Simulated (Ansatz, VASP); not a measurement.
Mg in VASP and in Ansatz

```
Mg
1.0
     3.20927    0.04814    0.04814
    -1.56295    2.75524    0.01762
     0.07815    0.07815    5.21033
Mg
2
Direct
  0.33333 0.66667 0.25000
  0.66667 0.33333 0.75000
```

Change from the starting cell: equal xy, yz and zx shear strains of +3 %, PAW files.

Alike in both runs: task electric field gradients; functional PBEsol; k mesh 12 × 12 × 7; occupations fermi-dirac, width 0.08 eV; no spin polarisation.

|  | VASP | Ansatz |
| --- | --- | --- |
| version | VASP 6.6.1 | Ansatz 0.2.0 |
| potentials or method | VASP PAW PBE potentials, release 64 (Mg) | PAW with Ansatz's default frozen-core files, scalar-relativistic |
| plane-wave cutoff (eV) | 520 | 420 |
| valence electrons in the cell | 4 | 20 |

Ansatz gave:

```
pressure (GPa)                                                : -1.0
traceless stress, the component that is largest in VASP (GPa) : -0.61
rms of the force components (eV/Å)                            : 0.009
size of Vzz on the site where it differs most (V/Å²)          : 1.5
```

Which values does VASP return?

Pressure (GPa): -1.1; traceless stress, the component that is largest in VASP (GPa): -0.61; rms of the force components (eV/Å): 0.009; size of Vzz on the site where it differs most (V/Å²): 1.7.

VASP's potentials were made for PBE, not for PBEsol. Atom by atom the forces differ by 0.000 eV/Å (rms over components). The functional is the same, so the differences come from potentials, cutoffs and numerics. VASP's potentials hold 4 valence electrons a cell and Ansatz's 20, so a difference there can come from the potentials and not from the codes.
